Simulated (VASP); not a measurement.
# ScSbTe4 (F-43m) in VASP: single point with PBE

Aim: the single point of ScSbTe4 with PBE.

Program: VASP 6.6.1. These are calculated values, not measurements. Logs are shortened: lines on timing, memory, paths and dates and some standing lists are left out, and cuts for length are marked.

## (1) The cell of the first run

It takes space group F-43m (No. 216, cubic). Conventional cell: a = 8.826 Å, b = 8.826 Å, c = 8.826 Å, α = 90.00°, β = 90.00°, γ = 90.00°. Within 4.8 Å of Sc (site symmetry -43m) lie 12 Te at 3.66 Å and 4 Sb at 3.82 Å. Within 4.8 Å of Sb (site symmetry -43m) lie 12 Te at 3.66 Å and 4 Sc at 3.82 Å. Te (site symmetry 3m) has 6 Te at 3.11 to 3.13 Å and 3 Sb at 3.66 Å and 3 Sc at 3.66 Å within 4.1 Å.

The cell was built from a structure type or drawn by symmetry, and may not be a known phase.

## (2) Single point, PBE

File INCAR:

```
SYSTEM = ScSbTe4
PREC     = Accurate       ! precision mode
ENCUT    = 520            ! plane-wave cutoff, eV
EDIFF    = 1E-6           ! SCF threshold, eV
ISMEAR   = 0              ! smearing method
SIGMA    = 0.1            ! smearing width, eV
LREAL    = .FALSE.        ! projectors in reciprocal space
LASPH    = .TRUE.         ! aspherical terms in the spheres
NELM     = 100            ! most SCF steps
ALGO     = Normal         ! electronic algorithm
ISIF     = 2              ! what is computed and relaxed
LWAVE    = .FALSE.        ! write WAVECAR
LCHARG   = .FALSE.        ! write CHGCAR
GGA      = PE             ! functional
NBANDS   = 29             ! bands
```

File KPOINTS:

```
regular mesh
0
G
  4 4 4
  0 0 0
```

File POSCAR:

```
ScSbTe4
1.0
    0.0000000000      4.4130534200      4.4130534200
    4.4130534200      0.0000000000      4.4130534200
    4.4130534200      4.4130534200      0.0000000000
Sc Sb Te
1 1 4
Direct
    0.0000000000      0.0000000000      0.0000000000
    0.2500000000      0.2500000000      0.2500000000
    0.6244397500      0.1266807500      0.6244397500
    0.6244397500      0.6244397500      0.1266807500
    0.6244397500      0.6244397500      0.6244397500
    0.1266807500      0.6244397500      0.6244397500
```

Potentials or basis: VASP PAW PBE potentials, release 64 (Sc_sv, Sb, Te).

Started as:

```
cat potpaw_PBE.64/Sc_sv/POTCAR potpaw_PBE.64/Sb/POTCAR potpaw_PBE.64/Te/POTCAR > POTCAR
mpirun -np 1 vasp_std > vasp.out
```

OUTCAR:

```text
SYSTEM = ScSbTe4
   PREC = Accurate
   ENCUT = 520
   EDIFF = 1E-6
   ISMEAR = 0
   LREAL = .FALSE.
   LASPH = .TRUE.
   NELM = 100
   ISIF = 2
   GGA = PE

 ion  position               nearest neighbor table
   1  0.000  0.000  0.000-
   2  0.250  0.250  0.250-   3 3.66   4 3.66   6 3.66   3 3.66   5 3.66   6 3.66   4 3.66   5 3.66
                             6 3.66   3 3.66   4 3.66   5 3.66
   3  0.624  0.127  0.624-   4 3.11   5 3.11   6 3.11   6 3.13   4 3.13   5 3.13   2 3.66   2 3.66
                             2 3.66
   4  0.624  0.624  0.127-   3 3.11   5 3.11   6 3.11   3 3.13   6 3.13   5 3.13   2 3.66   2 3.66
                             2 3.66
   5  0.624  0.624  0.624-   3 3.11   4 3.11   6 3.11   6 3.13   3 3.13   4 3.13   2 3.66   2 3.66
                             2 3.66
   6  0.127  0.624  0.624-   3 3.11   4 3.11   5 3.11   3 3.13   4 3.13   5 3.13   2 3.66   2 3.66
                             2 3.66

  LATTYP: Found a face centered cubic cell.
 ALAT       =     8.8261068400

  Lattice vectors:

 A1 = (   0.0000000000,   4.4130534200,   4.4130534200)
 A2 = (   4.4130534200,   0.0000000000,   4.4130534200)
 A3 = (   4.4130534200,   4.4130534200,   0.0000000000)

Analysis of symmetry for initial positions (statically):
=====================================================================
 Subroutine PRICEL returns:
 Original cell was already a primitive cell.

 Routine SETGRP: Setting up the symmetry group for a
 face centered cubic supercell.

 Subroutine GETGRP returns: Found 24 space group operations
 (whereof 24 operations were pure point group operations)
 out of a pool of 48 trial point group operations.

The static configuration has the point symmetry T_d .

Analysis of symmetry for dynamics (positions and initial velocities):
=====================================================================
 Subroutine PRICEL returns:
 Original cell was already a primitive cell.

 Routine SETGRP: Setting up the symmetry group for a
 face centered cubic supercell.

 Subroutine GETGRP returns: Found 24 space group operations
 (whereof 24 operations were pure point group operations)
 out of a pool of 48 trial point group operations.

The dynamic configuration has the point symmetry T_d .

 Subroutine INISYM returns: Found 24 space group operations
 (whereof 24 operations are pure point group operations),
 and found     1 'primitive' translations

----------------------------------------------------------------------------------------

                                     Primitive cell

  volume of cell :     171.8888

  direct lattice vectors                    reciprocal lattice vectors
     0.000000000  4.413053420  4.413053420    -0.113300237  0.113300237  0.113300237
     4.413053420  0.000000000  4.413053420     0.113300237 -0.113300237  0.113300237
     4.413053420  4.413053420  0.000000000     0.113300237  0.113300237 -0.113300237

  length of vectors
     6.240999998  6.240999998  6.240999998     0.196241768  0.196241768  0.196241768

  position of ions in fractional coordinates (direct lattice)
     0.000000000  0.000000000  0.000000000
     0.250000000  0.250000000  0.250000000
     0.624439750  0.126680750  0.624439750
     0.624439750  0.624439750  0.126680750
     0.624439750  0.624439750  0.624439750
     0.126680750  0.624439750  0.624439750

  ion indices of the primitive-cell ions
   primitive index   ion index
                 1           1
                 2           2
                 3           3
                 4           4
                 5           5
                 6           6

----------------------------------------------------------------------------------------

 KPOINTS: regular mesh

Automatic generation of k-mesh.
 Grid dimensions read from file:
 generate k-points for:    4    4    4

 Generating k-lattice:

  Cartesian coordinates                     Fractional coordinates (reciprocal lattice)
    -0.028325059  0.028325059  0.028325059     0.250000000  0.000000000  0.000000000
     0.028325059 -0.028325059  0.028325059     0.000000000  0.250000000  0.000000000
     0.028325059  0.028325059 -0.028325059     0.000000000  0.000000000  0.250000000

  Length of vectors
     0.049060442  0.049060442  0.049060442

  Shift w.r.t. Gamma in fractional coordinates (k-lattice)
     0.000000000  0.000000000  0.000000000

 Subroutine IBZKPT returns following result:
 ===========================================

 Found      8 irreducible k-points:

 Following reciprocal coordinates:
            Coordinates               Weight
  0.000000  0.000000  0.000000      1.000000
  0.250000  0.000000  0.000000      8.000000
  0.500000  0.000000  0.000000      4.000000
  0.250000  0.250000  0.000000      6.000000
  0.500000  0.250000  0.000000     24.000000
 -0.250000  0.250000  0.000000     12.000000
  0.500000  0.500000  0.000000      3.000000
 -0.250000  0.500000  0.250000      6.000000
   k-points           NKPTS =      8   k-points in BZ     NKDIM =      8   number of bands    NBANDS=     29
   number of dos      NEDOS =    301   number of ions     NIONS =      6
   total plane-waves  NPLWV = 110592
   dimension x,y,z NGX =    48 NGY =   48 NGZ =   48
   dimension x,y,z NGXF=    96 NGYF=   96 NGZF=   96
   ions per type =               1   1   4
   NGX,Y,Z   is equivalent  to a cutoff of  12.79, 12.79, 12.79 a.u.
   NGXF,Y,Z  is equivalent  to a cutoff of  25.57, 25.57, 25.57 a.u.
 SYSTEM =  ScSbTe4
   PREC   = accura    normal or accurate (medium, high low for compatibility)
   ISTART =      0    job   : 0-new  1-cont  2-samecut
   ICHARG =      2    charge: 1-file 2-atom 10-const
   ISPIN  =      1    spin polarized calculation?
   LNONCOLLINEAR =      F non collinear calculations
   LSORBIT =      F    spin-orbit coupling
   LASPH  =      T    aspherical Exc in radial PAW
   ENCUT  =  520.0 eV  38.22 Ry    6.18 a.u.  11.60 11.60 11.60*2*pi/ulx,y,z
   NELM   =    100;   NELMIN=  2; NELMDL= -5     # of ELM steps
   EDIFF  = 0.1E-05   stopping-criterion for ELM
   LREAL  =      F    real-space projection
   EDIFFG = 0.1E-04   stopping-criterion for IOM
   NSW    =      0    number of steps for IOM
   IBRION =     -1    ionic relax: 0-MD 1-quasi-New 2-CG
   NFREE  =      0    steps in history (QN), initial steepest desc. (CG)
   ISIF   =      2    stress and relaxation
   ISYM   =      2    0-nonsym 1-usesym 2-fastsym
   POTIM  = 0.5000    time-step for ionic-motion
   TEBEG  =    0.0;   TEEND  =   0.0 temperature during run
   PSTRESS=    0.0 pullay stress
   NELECT =      40.0000    total number of electrons
   NUPDOWN=      -1.0000    fix difference up-down
   EMIN   =  10.00;   EMAX   =-10.00  energy-range for DOS
   EFERMI =   0.00;   METHOD = LEGACY
   ISMEAR =     0;   SIGMA  =   0.10  broadening in eV -4-tet -1-fermi 0-gaus
   EFERMI_NEDOS =   21; number of points for ismear=-14 and -15
   IALGO  =     38    algorithm
   IMIX   =      4    mixing-type and parameters
     AMIX     =   0.40;   BMIX     =  1.00
     AMIX_MAG =   1.60;   BMIX_MAG =  1.00
  volume/ion in A,a.u.               =      28.65       193.33
  Fermi-wavevector in a.u.,A,eV,Ry     =   1.006960  1.902879 13.795884  1.013969
  Thomas-Fermi vector in A             =   2.139735
   LORBIT       =      0    0 simple, 1 ext, 2 COOP (PROOUT), +10 PAW based schemes
   GGA     = PE    functional components
   LHFCALC =     F    Hartree Fock is set to
   AEXX    =    0.0000 exact exchange contribution
   IVDW    =     0    specifies the selected vdW correction
   LEPSILON=     F    determine dielectric tensor
   LRPA    =     F    only Hartree local field effects (RPA)
 non-spin polarized calculation
 Gauss-broadening in eV      SIGMA  =   0.10
  energy-cutoff  :      520.00
  volume of cell :      171.89
 maximum number of plane-waves:      4656
 NGX is ok and might be reduce to    48
   NGX = 23   NGY = 23   NGZ = 23

 number of electron      40.0000000 magnetization

 Free energy of the ion-electron system (eV)
  ---------------------------------------------------
  ext. energy  EPLUGINS =         0.00000000
  ---------------------------------------------------
  free energy    TOTEN  =       -20.41003527 eV

  energy without entropy =      -20.34568447  energy(sigma->0) =      -20.37785987

 E-fermi :   7.4019     XC(G=0):  -9.8382

 val. band max:        7.3964901030   @ k =  -0.2500   0.2500   0.0000
 cond. band min:       7.4221211559   @ k =   0.5000   0.2500   0.0000
 fundamental gap:      0.0256310528
 Fermi energy:         7.4019491191

 k-point     1 :       0.0000    0.0000    0.0000
  band No.  band energies     occupation
      1     -43.6763      2.00000
      2     -22.2665      2.00000
      3     -22.2665      2.00000
      4     -22.2665      2.00000
      5      -6.9667      2.00000
      6      -3.1574      2.00000
[... 21 lines left out ...]
     28       9.6373      0.00000
     29       9.6373      0.00000

 k-point     2 :       0.2500    0.0000    0.0000
  band No.  band energies     occupation
      1     -43.6763      2.00000
      2     -22.2666      2.00000
      3     -22.2665      2.00000
      4     -22.2665      2.00000
      5      -6.7153      2.00000
      6      -4.0743      2.00000
[... 21 lines left out ...]
     28       9.4664      0.00000
     29       9.8780      0.00000

 k-point     3 :       0.5000    0.0000    0.0000
  band No.  band energies     occupation
      1     -43.6763      2.00000
      2     -22.2667      2.00000
      3     -22.2665      2.00000
      4     -22.2665      2.00000
      5      -6.3069      2.00000
      6      -4.9235      2.00000
[... 126 lines left out ...]
      5      -5.6948      2.00000
      6      -5.5853      2.00000
[... 21 lines left out ...]
     28       9.7403      0.00000
     29       9.7987      0.00000

 k-point     8 :      -0.2500    0.5000    0.2500
  band No.  band energies     occupation
      1     -43.6763      2.00000
      2     -22.2667      2.00000
      3     -22.2666      2.00000
      4     -22.2666      2.00000
      5      -5.6873      2.00000
      6      -5.5667      2.00000
[... 21 lines left out ...]
     28       8.7151      0.00000
     29       9.0336      0.00000

------------------------ aborting loop because EDIFF is reached ----------------------------------------

  FORCE on cell =-STRESS in cart. coord.  units (eV):
  Direction    XX          YY          ZZ          XY          YZ          ZX
  --------------------------------------------------------------------------------------
  -------------------------------------------------------------------------------------
  Total        2.2300713      2.2300713      2.2300713     -0.0000000      0.0000000      0.0000000
  in kB       20.7865200     20.7865200     20.7865200     -0.0000000      0.0000000      0.0000000
  external PRESSURE =      20.7865200 kB  Pullay stress =       0.0000000 kB

 VOLUME and BASIS-vectors are now :
 -----------------------------------------------------------------------------
  energy-cutoff  :      520.00
  volume of cell :      171.89
      direct lattice vectors                 reciprocal lattice vectors
     0.000000000  4.413053420  4.413053420    -0.113300237  0.113300237  0.113300237
     4.413053420  0.000000000  4.413053420     0.113300237 -0.113300237  0.113300237
     4.413053420  4.413053420  0.000000000     0.113300237  0.113300237 -0.113300237

 POSITION                                       TOTAL-FORCE (eV/Angst)
 -----------------------------------------------------------------------------------
      0.00000      0.00000      0.00000         0.000000      0.000000      0.000000
      2.20653      2.20653      2.20653         0.000000      0.000000      0.000000
      3.31473      5.51137      3.31473        -0.146657      0.146657     -0.146657
      3.31473      3.31473      5.51137        -0.146657     -0.146657      0.146657
      5.51137      5.51137      5.51137         0.146657      0.146657      0.146657
      5.51137      3.31473      3.31473         0.146657     -0.146657     -0.146657
 -----------------------------------------------------------------------------------
    total drift:                                0.000000      0.000000      0.000000

  FREE ENERGIE OF THE ION-ELECTRON SYSTEM (eV)
  ---------------------------------------------------
  free  energy   TOTEN  =       -20.4100352678 eV

  energy  without entropy=      -20.3456844682  energy(sigma->0) =      -20.37785987
```

Run time: 2.2 min. Hardware: 1 thread of AMD EPYC 7R13, shared host; peak memory 0.31 GiB.

Results:

```yaml
Free_energy: -20.4100 eV
Pressure: 2.1 GPa
Largest_force: 0.254 eV/Å
Band_gap_on_the_k_mesh: zero (bands 20 and 21 overlap by 1.24 eV)
```

Forces on the atoms (eV/Å):
```
Sc   0.000  0.000  0.000
Sb   0.000  0.000  0.000
Te  -0.147  0.147 -0.147
Te  -0.147 -0.147  0.147
Te   0.147  0.147  0.147
Te   0.147 -0.147 -0.147
```

Caveat: spin-orbit coupling is left out, which moves the levels of the heavy elements.
